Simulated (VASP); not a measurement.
# MnS (Fm-3m) in VASP: a series of runs, part 3 of 3

VASP 6.6.1. The steps go on from the part before.

**6. Relaxation of cell and atoms, PBEsol, collinear spin, ferromagnetic start**

INCAR reads:

```
SYSTEM = MnS
PREC = Accurate
ENCUT = 600
EDIFF = 1E-7
ISMEAR = -1
SIGMA = 0.05
LREAL = .FALSE.
LASPH = .TRUE.
NELM = 150
ALGO = Normal
ISIF = 3
LWAVE = .FALSE.
LCHARG = .FALSE.
ISPIN = 2
MAGMOM = 4 0
LORBIT = 11
LMAXMIX = 4
GGA = PS
IBRION = 2
NSW = 60
EDIFFG = -0.01
```

KPOINTS reads:

```
regular mesh
0
G
  9 9 9
  0 0 0
```

POSCAR reads:

```
MnS
1.0
    0.0000000000      2.6045000000      2.6045000000
    2.6045000000      0.0000000000      2.6045000000
    2.6045000000      2.6045000000      0.0000000000
Mn S
1 1
Direct
    0.0000000000      0.0000000000      0.0000000000
    0.5000000000      0.5000000000      0.5000000000
```

Potentials or basis: VASP PAW PBE potentials, release 64 (Mn_pv, S).

Launch:

```
$ cat potpaw_PBE.64/Mn_pv/POTCAR potpaw_PBE.64/S/POTCAR > POTCAR
$ mpirun -np 1 vasp_std > vasp.out
```

OUTCAR:

```text
SYSTEM = MnS
   PREC = Accurate
   ENCUT = 600
   EDIFF = 1E-7
   ISMEAR = -1
   LREAL = .FALSE.
   LASPH = .TRUE.
   NELM = 150
   ISIF = 3
   ISPIN = 2
   LORBIT = 11
   GGA = PS
   IBRION = 2
   NSW = 60
   EDIFFG = -0.01

 ion  position               nearest neighbor table
   1  0.000  0.000  0.000-   2 2.60   2 2.60   2 2.60   2 2.60   2 2.60   2 2.60
   2  0.500  0.500  0.500-   1 2.60   1 2.60   1 2.60   1 2.60   1 2.60   1 2.60

  LATTYP: Found a face centered cubic cell.
 ALAT       =     5.2090000000

  Lattice vectors:

 A1 = (   0.0000000000,   2.6045000000,   2.6045000000)
 A2 = (   2.6045000000,   0.0000000000,   2.6045000000)
 A3 = (   2.6045000000,   2.6045000000,   0.0000000000)

Analysis of symmetry for initial positions (statically):
=====================================================================
 Subroutine PRICEL returns:
 Original cell was already a primitive cell.

 Routine SETGRP: Setting up the symmetry group for a
 face centered cubic supercell.

 Subroutine GETGRP returns: Found 48 space group operations
 (whereof 48 operations were pure point group operations)
 out of a pool of 48 trial point group operations.

The static configuration has the point symmetry O_h .

Analysis of symmetry for dynamics (positions and initial velocities):
=====================================================================
 Subroutine PRICEL returns:
 Original cell was already a primitive cell.

 Routine SETGRP: Setting up the symmetry group for a
 face centered cubic supercell.

 Subroutine GETGRP returns: Found 48 space group operations
 (whereof 48 operations were pure point group operations)
 out of a pool of 48 trial point group operations.

The dynamic configuration has the point symmetry O_h .

Analysis of structural, dynamic, and magnetic symmetry:
=====================================================================
 Subroutine PRICEL returns:
 Original cell was already a primitive cell.

 Routine SETGRP: Setting up the symmetry group for a
 face centered cubic supercell.

 Subroutine GETGRP returns: Found 48 space group operations
 (whereof 48 operations were pure point group operations)
 out of a pool of 48 trial point group operations.

[... 249 lines left out ...]
  FREE ENERGIE OF THE ION-ELECTRON SYSTEM (eV)
  ---------------------------------------------------
  free  energy   TOTEN  =       -14.9906465563 eV

  energy  without entropy=      -14.9817732437  energy(sigma->0) =      -14.98620990

[... ionic steps 4 to 11 ...]

--------------------------------------- Ionic step       12  -------------------------------------------

 number of electron      19.0000009 magnetization       3.9971383

------------------------ aborting loop because EDIFF is reached ----------------------------------------
[... 67 lines left out ...]
--------------------------------------- Ionic step       14  -------------------------------------------

 number of electron      19.0000009 magnetization       3.9945019

 Free energy of the ion-electron system (eV)
  ---------------------------------------------------
  ext. energy  EPLUGINS =         0.00000000
  ---------------------------------------------------
  free energy    TOTEN  =       -14.99071104 eV

  energy without entropy =      -14.98148055  energy(sigma->0) =      -14.98609579

 E-fermi :   8.5270     XC(G=0): -11.6926

 val. band max:        8.5221727165   @ k =   0.1111   0.0000   0.0000
 cond. band min:       8.5566751808   @ k =  -0.2222   0.3333   0.1111
 fundamental gap:      0.0345024643
 Fermi energy:         8.5270442400

 spin component 1

 k-point     1 :       0.0000    0.0000    0.0000
  band No.  band energies     occupation
      1     -41.6529      1.00000
      2     -41.6529      1.00000
      3     -41.6529      1.00000
      4      -7.2981      1.00000
      5       5.1747      1.00000
      6       5.1747      1.00000
      7       5.1747      1.00000
      8       5.2876      1.00000
      9       5.2876      1.00000
     10       6.4734      1.00000
     11       6.4734      1.00000
     12       6.4734      1.00000
     13      11.6460      0.00000
     14      17.5628      0.00000
[... 403 lines left out ...]
      4      -5.4040      1.00000
      5       1.5433      1.00000
      6       4.3567      1.00000
      7       4.4880      1.00000
      8       4.4880      1.00000
      9       5.6539      1.00000
     10       6.2466      1.00000
     11       6.2466      1.00000
     12       7.0099      1.00000
     13       9.9491      0.00000
     14      14.3385      0.00000
     15      19.9539      0.00000

 [... further k-points ...]

 spin component 2

 k-point     1 :       0.0000    0.0000    0.0000
  band No.  band energies     occupation
      1     -37.7756      1.00000
      2     -37.7756      1.00000
      3     -37.7756      1.00000
      4      -7.0284      1.00000
      5       6.6683      1.00000
      6       6.6683      1.00000
      7       6.6683      1.00000
      8       8.2016      0.99851
      9       8.2016      0.99851
     10       8.2016      0.99851
     11       8.3370      0.97814
     12       8.3370      0.97814
     13      12.4052      0.00000
     14      18.6094      0.00000
[... 444 lines left out ...]
  FREE ENERGIE OF THE ION-ELECTRON SYSTEM (eV)
  ---------------------------------------------------
  free  energy   TOTEN  =       -14.9907110380 eV

  energy  without entropy=      -14.9814805489  energy(sigma->0) =      -14.98609579

 reached required accuracy - stopping structural energy minimisation

 total charge

# of ion       s       p       d       tot
------------------------------------------
    1        0.252   6.221   5.044  11.517
    2        1.322   2.394   0.000   3.716
--------------------------------------------------
tot          1.574   8.615   5.044  15.234

 magnetization (x)

# of ion       s       p       d       tot
------------------------------------------
    1        0.052   0.042   3.614   3.708
    2        0.025   0.024   0.000   0.049
--------------------------------------------------
tot          0.076   0.066   3.614   3.757
```

OSZICAR:

```text
N       E                     dE             d eps       ncg     rms          rms(c)
DAV:   1     0.153003791286E+03    0.15300E+03   -0.11599E+04  2100   0.146E+03
DAV:   2    -0.904782530057E+01   -0.16205E+03   -0.15504E+03  2338   0.360E+02
[... 106 lines left out ...]
DAV:   1    -0.149908203122E+02   -0.12168E-03   -0.16102E-03  2100   0.606E-01    0.100E-01
DAV:   2    -0.149907339385E+02    0.86374E-04   -0.53494E-04  2100   0.384E-01    0.915E-02
DAV:   3    -0.149907136229E+02    0.20316E-04   -0.44276E-05  2156   0.116E-01    0.220E-02
DAV:   4    -0.149907114204E+02    0.22025E-05   -0.88540E-06  2212   0.192E-02    0.127E-02
DAV:   5    -0.149907110017E+02    0.41872E-06   -0.17519E-06  2261   0.165E-02    0.645E-03
DAV:   6    -0.149907110380E+02   -0.36307E-07   -0.12189E-07  1512   0.370E-03
  14 F= -.14990711E+02 E0= -.14986096E+02  d E =-.303198E-04  mag=     3.9945
```

Run time: 2.7 min. Hardware: 1 thread of Intel Xeon 6975P-C (Granite Rapids), shared host; peak memory 0.21 GiB.

Results:

* Free energy: -14.9907 eV
* Relaxed volume: 14.90 Å³/atom
* Relaxed cell: a = 3.480 Å, b = 3.480 Å, c = 3.480 Å, α = 60.00°, β = 60.00°, γ = 60.00°
* Space group after relaxing (to 0.1 Å): Fm-3m (No. 225)
* Energy gained by relaxing: 66.4 meV/atom
* Ionic steps: 14
* Pressure after relaxing: -0.1 GPa
* Net moment: 3.99 μB per cell
* Site moments: Mn +3.71; S +0.05 μB
* Valence electrons inside the program's atomic spheres: Mn 11.52; S 3.72

The path:
```
step  energy change (eV)  largest force (eV/Å)  pressure (GPa)  volume (Å³)
   1              0.0000                0.0000           -7.18        35.33
   2             -0.1170                0.0000           -2.45        31.44
   3             -0.1327                0.0000            0.27        29.68
   4             -0.1327                0.0000           -0.20        29.84
   5             -0.1327                0.0000           -0.22        29.84
   6             -0.1327                0.0000           -0.18        29.83
   7             -0.1327                0.0000           -0.18        29.83
   8             -0.1327                0.0000           -0.17        29.83
   9             -0.1328                0.0000           -0.16        29.83
  10             -0.1328                0.0000           -0.19        29.83
  11             -0.1328                0.0000           -0.19        29.83
  12             -0.1328                0.0000           -0.15        29.82
  13             -0.1328                0.0000           -0.12        29.81
  14             -0.1328                0.0000           -0.07        29.80
```

Final structure:
```cif
data_structure
_symmetry_space_group_name_H-M 'P 1'
_symmetry_Int_Tables_number 1
_cell_length_a 3.4798
_cell_length_b 3.4798
_cell_length_c 3.4798
_cell_angle_alpha 60.000
_cell_angle_beta 60.000
_cell_angle_gamma 60.000
_cell_volume 29.80
loop_
_atom_site_label
_atom_site_type_symbol
_atom_site_fract_x
_atom_site_fract_y
_atom_site_fract_z
_atom_site_occupancy
Mn1 Mn 0.00000 0.00000 0.00000 1
S1 S 0.50000 0.50000 0.50000 1
```

Caveat: the volume moved by over 15 % at a fixed basis, so the end points are rough; the PAW data sets were made with another functional, which shifts forces and pressure a little; a cell with one magnetic atom can't hold antiferromagnetic order, which such compounds often take; semilocal functionals often make such compounds metallic where correlation or magnetic order opens a gap, which also shifts bond lengths. With open d or f shells a metallic result of PBEsol can be an artefact of self-interaction; +U or a hybrid may open a gap.

**7. Summary**

```tsv
task	level	cell	k mesh	cutoff (eV)	grid for exact exchange (PRECFOCK)	share of exact exchange	screening parameter	gap on the mesh (eV)	pressure (GPa)	moment (μB)
relaxation of cell and atoms	PBE	relaxed to 30 GPa from a = 3.683 Å, angles 60.0°, 2 atoms	7 × 7 × 7	600	-	-	-	none	30.0	3.12
single point	PBE0	a = 3.683 Å, angles 60.0°, 2 atoms	5 × 5 × 5	520	Normal	0.25	-	1.92	1.8	5.00
single point	PBE-based screened hybrid with 25 % exact exchange	a = 3.711 Å, angles 60.0°, 2 atoms	5 × 5 × 5	520	Normal	0.25	0.3 1/Å	1.12	0.0	5.00
single point	PBE-based screened hybrid with 25 % exact exchange	a = 3.683 Å, angles 60.0°, 2 atoms	5 × 5 × 5	400	Normal	0.25	0.20787 1/Å	1.18	1.3	5.00
relaxation of cell and atoms	PBEsol	relaxed from a = 3.683 Å, angles 60.0°, 2 atoms	9 × 9 × 9	600	-	-	-	none	-0.1	3.99
```

Alike in all rows: potentials or basis VASP PAW PBE potentials, release 64 (Mn_pv, S); spin collinear, ferromagnetic start; smearing fermi-dirac 0.05 eV.

Caveats: a cell with one magnetic atom can't hold antiferromagnetic order, which such compounds often take; the PAW data sets were made with another functional, which shifts forces and pressure a little (at least some runs); an odd mesh through Γ misses points on the zone boundary, where band edges can lie (at least some runs); the volume moved by over 15 % at a fixed basis, so the end points are rough (at least some runs); semilocal functionals often make such compounds metallic where correlation or magnetic order opens a gap, which also shifts bond lengths (at least some runs); the cell is relaxed towards a set pressure, so the run minimises the enthalpy, not the energy (at least some runs).

Total energies depend on the potentials used, so only differences within one code and one set of settings carry meaning.

The gap in the log of VASP goes by the Fermi energy; the results here count the filled bands.